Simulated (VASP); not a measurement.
# Cu (I4/mmm) in VASP: a series of runs, part 2 of 3

VASP 6.6.1. The steps go on from the part before.

### Step 3. Single point, LDA

This run uses another cell than the first one, of 11.23 Å³/atom, 0.980 times its volume.

INCAR

```
SYSTEM = Cu
PREC = Accurate
ENCUT = 700
EDIFF = 1E-6
ISMEAR = -1
SIGMA = 0.05
LREAL = .FALSE.
LASPH = .TRUE.
NELM = 120
ALGO = Normal
ISIF = 2
LWAVE = .FALSE.
LCHARG = .FALSE.
GGA = CA
NBANDS = 16
GGA_COMPAT = .FALSE.
```

KPOINTS

```
regular mesh
0
G
  13 13 13
  0 0 0
```

POSCAR

```
Cu
1.0
   -1.4331098516      1.4331098516      1.3668457257
    1.4331098516     -1.4331098516      1.3668457257
    1.4331098516      1.4331098516     -1.3668457257
Cu
1
Direct
    0.0000000000      0.0000000000      0.0000000000
```

Potentials or basis: VASP PAW LDA potentials, release 64 (Cu_sv_GW).

Run with:

```bash
cat potpaw_LDA.64/Cu_sv_GW/POTCAR > POTCAR
mpirun -np 1 vasp_std > vasp.out
```

OUTCAR:

```text
SYSTEM = Cu
   PREC = Accurate
   ENCUT = 700
   EDIFF = 1E-6
   ISMEAR = -1
   LREAL = .FALSE.
   LASPH = .TRUE.
   NELM = 120
   ISIF = 2
   GGA = CA

 ion  position               nearest neighbor table
   1  0.000  0.000  0.000-

  LATTYP: Found a body centered tetragonal cell.
 ALAT       =     2.8662197032
 C/A-ratio  =     0.9537620052

  Lattice vectors:

 A1 = (  -1.4331098516,   1.4331098516,   1.3668457257)
 A2 = (   1.4331098516,  -1.4331098516,   1.3668457257)
 A3 = (   1.4331098516,   1.4331098516,  -1.3668457257)

Analysis of symmetry for initial positions (statically):
=====================================================================
 Subroutine PRICEL returns:
 Original cell was already a primitive cell.

 Routine SETGRP: Setting up the symmetry group for a
 body centered tetragonal supercell.

 Subroutine GETGRP returns: Found 16 space group operations
 (whereof 16 operations were pure point group operations)
 out of a pool of 16 trial point group operations.

The static configuration has the point symmetry D_4h.

Analysis of symmetry for dynamics (positions and initial velocities):
=====================================================================
 Subroutine PRICEL returns:
 Original cell was already a primitive cell.

 Routine SETGRP: Setting up the symmetry group for a
 body centered tetragonal supercell.

 Subroutine GETGRP returns: Found 16 space group operations
 (whereof 16 operations were pure point group operations)
 out of a pool of 16 trial point group operations.

The dynamic configuration has the point symmetry D_4h.

 Subroutine INISYM returns: Found 16 space group operations
 (whereof 16 operations are pure point group operations),
 and found     1 'primitive' translations

----------------------------------------------------------------------------------------

                                     Primitive cell

  volume of cell :      11.2289

  direct lattice vectors                    reciprocal lattice vectors
    -1.433109852  1.433109852  1.366845726     0.000000000  0.348891608  0.365805731
     1.433109852 -1.433109852  1.366845726     0.348891608  0.000000000  0.365805731
     1.433109852  1.433109852 -1.366845726     0.348891608  0.348891608  0.000000000

  length of vectors
     2.444560274  2.444560274  2.444560274     0.505508839  0.505508839  0.493407243

  position of ions in fractional coordinates (direct lattice)
     0.000000000  0.000000000  0.000000000

  ion indices of the primitive-cell ions
   primitive index   ion index
                 1           1

----------------------------------------------------------------------------------------

 KPOINTS: regular mesh

Automatic generation of k-mesh.
 Grid dimensions read from file:
 generate k-points for:   13   13   13

 Generating k-lattice:

  Cartesian coordinates                     Fractional coordinates (reciprocal lattice)
     0.000000000  0.026837816  0.028138902     0.076923077  0.000000000 -0.000000000
     0.026837816  0.000000000  0.028138902     0.000000000  0.076923077 -0.000000000
     0.026837816  0.026837816  0.000000000     0.000000000  0.000000000  0.076923077

  Length of vectors
     0.038885295  0.038885295  0.037954403

  Shift w.r.t. Gamma in fractional coordinates (k-lattice)
     0.000000000  0.000000000  0.000000000

 Subroutine IBZKPT returns following result:
 ===========================================

 Found    196 irreducible k-points:

 Following reciprocal coordinates:
            Coordinates               Weight
  0.000000  0.000000  0.000000      1.000000
  0.076923  0.000000 -0.000000      8.000000
  0.153846  0.000000  0.000000      8.000000
  0.230769  0.000000 -0.000000      8.000000
  0.307692  0.000000  0.000000      8.000000
  0.384615  0.000000 -0.000000      8.000000
[... 16 lines left out ...]
  0.384615  0.153846  0.000000     16.000000
  0.461538  0.153846  0.000000     16.000000
 [... further k-points ...]
   k-points           NKPTS =    196   k-points in BZ     NKDIM =    196   number of bands    NBANDS=     16
   number of dos      NEDOS =    301   number of ions     NIONS =      1
   total plane-waves  NPLWV =  13824
   dimension x,y,z NGX =    24 NGY =   24 NGZ =   24
   dimension x,y,z NGXF=    48 NGYF=   48 NGZF=   48
   ions per type =               1
   NGX,Y,Z   is equivalent  to a cutoff of  16.32, 16.32, 16.32 a.u.
   NGXF,Y,Z  is equivalent  to a cutoff of  32.64, 32.64, 32.64 a.u.
 SYSTEM =  Cu
   PREC   = accura    normal or accurate (medium, high low for compatibility)
   ISTART =      0    job   : 0-new  1-cont  2-samecut
   ICHARG =      2    charge: 1-file 2-atom 10-const
   ISPIN  =      1    spin polarized calculation?
   LNONCOLLINEAR =      F non collinear calculations
   LSORBIT =      F    spin-orbit coupling
   LASPH  =      T    aspherical Exc in radial PAW
   ENCUT  =  700.0 eV  51.45 Ry    7.17 a.u.   5.27  5.27  5.27*2*pi/ulx,y,z
   NELM   =    120;   NELMIN=  2; NELMDL= -5     # of ELM steps
   EDIFF  = 0.1E-05   stopping-criterion for ELM
   LREAL  =      F    real-space projection
   EDIFFG = 0.1E-04   stopping-criterion for IOM
   NSW    =      0    number of steps for IOM
   IBRION =     -1    ionic relax: 0-MD 1-quasi-New 2-CG
   NFREE  =      0    steps in history (QN), initial steepest desc. (CG)
   ISIF   =      2    stress and relaxation
   ISYM   =      2    0-nonsym 1-usesym 2-fastsym
   POTIM  = 0.5000    time-step for ionic-motion
   TEBEG  =    0.0;   TEEND  =   0.0 temperature during run
   PSTRESS=    0.0 pullay stress
   NELECT =      19.0000    total number of electrons
   NUPDOWN=      -1.0000    fix difference up-down
   EMIN   =  10.00;   EMAX   =-10.00  energy-range for DOS
   EFERMI =   0.00;   METHOD = LEGACY
   ISMEAR =    -1;   SIGMA  =   0.05  broadening in eV -4-tet -1-fermi 0-gaus
   EFERMI_NEDOS =   21; number of points for ismear=-14 and -15
   IALGO  =     38    algorithm
   IMIX   =      4    mixing-type and parameters
     AMIX     =   0.40;   BMIX     =  1.00
     AMIX_MAG =   1.60;   BMIX_MAG =  1.00
  volume/ion in A,a.u.               =      11.23        75.78
  Fermi-wavevector in a.u.,A,eV,Ry     =   1.950802  3.686481 51.778724  3.805629
  Thomas-Fermi vector in A             =   2.978246
   LORBIT       =      0    0 simple, 1 ext, 2 COOP (PROOUT), +10 PAW based schemes
   GGA     = CA    functional components
   LHFCALC =     F    Hartree Fock is set to
   AEXX    =    0.0000 exact exchange contribution
   IVDW    =     0    specifies the selected vdW correction
   LEPSILON=     F    determine dielectric tensor
   LRPA    =     F    only Hartree local field effects (RPA)
 non-spin polarized calculation
  energy-cutoff  :      700.00
  volume of cell :       11.23
 maximum number of plane-waves:       482
 NGX is ok and might be reduce to    24
   NGX = 11   NGY = 11   NGZ = 11

 number of electron      19.0000000 magnetization

 Free energy of the ion-electron system (eV)
  ---------------------------------------------------
  ext. energy  EPLUGINS =         0.00000000
  ---------------------------------------------------
  free energy    TOTEN  =        -4.81768785 eV

  energy without entropy =       -4.81513277  energy(sigma->0) =       -4.81641031

 E-fermi :   7.7791     XC(G=0): -14.1536

 val. band max:        7.7643897629   @ k =  -0.3077   0.4615   0.0769
 cond. band min:       7.8030943837   @ k =  -0.2308   0.4615   0.0769
 fundamental gap:      0.0387046208
 Fermi energy:         7.7791122054

 k-point     1 :       0.0000    0.0000    0.0000
  band No.  band energies     occupation
      1    -103.7729      2.00000
      2     -61.6675      2.00000
      3     -61.6646      2.00000
      4     -61.6646      2.00000
      5      -1.9591      2.00000
      6       4.4146      2.00000
[... 8 lines left out ...]
     15      36.9927      0.00000
     16      37.0798      0.00000
[... 419 lines left out ...]
 k-point    24 :       0.4615    0.1538    0.0000
  band No.  band energies     occupation
      1    -103.7514      2.00000
      2     -61.7941      2.00000
      3     -61.7242      2.00000
      4     -61.6774      2.00000
      5       2.8323      2.00000
      6       3.7662      2.00000
[... 8 lines left out ...]
     15      37.6364      0.00000
     16      40.0482      0.00000

 [... further k-points ...]

------------------------ aborting loop because EDIFF is reached ----------------------------------------

  FORCE on cell =-STRESS in cart. coord.  units (eV):
  Direction    XX          YY          ZZ          XY          YZ          ZX
  --------------------------------------------------------------------------------------
  -------------------------------------------------------------------------------------
  Total       -0.6011906     -0.6011906     -0.6103945      0.0000000      0.0000000      0.0000000
  in kB      -85.7796553    -85.7796553    -87.0928967      0.0000000      0.0000000      0.0000000
  external PRESSURE =     -86.2174025 kB  Pullay stress =       0.0000000 kB

 VOLUME and BASIS-vectors are now :
 -----------------------------------------------------------------------------
  energy-cutoff  :      700.00
  volume of cell :       11.23
      direct lattice vectors                 reciprocal lattice vectors
    -1.433109852  1.433109852  1.366845726     0.000000000  0.348891608  0.365805731
     1.433109852 -1.433109852  1.366845726     0.348891608  0.000000000  0.365805731
     1.433109852  1.433109852 -1.366845726     0.348891608  0.348891608  0.000000000

 POSITION                                       TOTAL-FORCE (eV/Angst)
 -----------------------------------------------------------------------------------
      0.00000      0.00000      0.00000         0.000000      0.000000      0.000000
 -----------------------------------------------------------------------------------
    total drift:                                0.000000      0.000000      0.000000

  FREE ENERGIE OF THE ION-ELECTRON SYSTEM (eV)
  ---------------------------------------------------
  free  energy   TOTEN  =        -4.8176878454 eV

  energy  without entropy=       -4.8151327739  energy(sigma->0) =       -4.81641031
```

OSZICAR:

```text
N       E                     dE             d eps       ncg     rms          rms(c)
DAV:   1     0.230533105121E+03    0.23053E+03   -0.13760E+04  8400   0.444E+03
DAV:   2     0.284239039511E+01   -0.22769E+03   -0.21652E+03  9432   0.956E+02
DAV:   3    -0.564254374801E+01   -0.84849E+01   -0.84761E+01  8544   0.177E+02
DAV:   4    -0.574824630667E+01   -0.10570E+00   -0.10569E+00  8552   0.138E+01
DAV:   5    -0.575475199629E+01   -0.65057E-02   -0.65057E-02  9120   0.381E+00    0.837E+00
DAV:   6    -0.540847820043E+01    0.34627E+00   -0.60158E+00  7704   0.197E+02    0.554E+00
DAV:   7    -0.483776721613E+01    0.57071E+00   -0.19814E+00  6736   0.108E+02    0.167E+00
DAV:   8    -0.481786444185E+01    0.19903E-01   -0.30780E-02 10352   0.431E+00    0.271E-01
DAV:   9    -0.481774053902E+01    0.12390E-03   -0.14330E-03  9976   0.261E+00    0.898E-02
DAV:  10    -0.481768780987E+01    0.52729E-04   -0.11406E-04  9960   0.771E-01    0.329E-03
DAV:  11    -0.481768784543E+01   -0.35561E-07   -0.80634E-07  5336   0.204E-02
   1 F= -.48176878E+01 E0= -.48164103E+01  d E =-.255507E-02
```

It took 45 s on 1 thread of Intel Xeon Platinum 8259CL at 2.50GHz (Skylake/Cascade Lake), shared host; peak memory 0.19 GiB.

What came out:

```yaml
Free_energy: -4.8177 eV
Pressure: -8.6 GPa
```

Levels at points of the mesh, in eV from the Fermi level:
```
           k point  band 7  band 8  band 9  band 10  band 11  band 12  band 13  band 14
(0.00, 0.00, 0.00)   -3.16   -3.16   -2.23    -2.01    25.21    25.21    26.47    29.21
```

(Continued in part 3 of 3.)
